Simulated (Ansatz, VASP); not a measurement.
# Zr: VASP beside Ansatz

```
CELL_PARAMETERS angstrom
-1.83882 1.83882 1.83882
1.83882 -1.83882 1.83882
1.83882 1.83882 -1.83882
ATOMIC_POSITIONS crystal
Zr 0.00000 0.00000 0.00000
```

Alike in both runs: task single point; functional r2SCAN; k mesh 14 × 14 × 14; occupations fermi-dirac, width 0.1 eV; no spin polarisation.

|  | VASP | Ansatz |
| --- | --- | --- |
| version | VASP 6.6.1 | Ansatz 0.2.0 |
| potentials or method | VASP PAW PBE potentials, release 64 (Zr_sv), cutoff 520 eV | plane waves (500 eV) with PAW, scalar-relativistic |
| valence electrons in the cell | 12 | 12 |

```tsv
	VASP	Ansatz	Ansatz less VASP
pressure (GPa)	-6.0	-6.0	-0.01
```

VASP's potentials were made for PBE, not for r2SCAN.
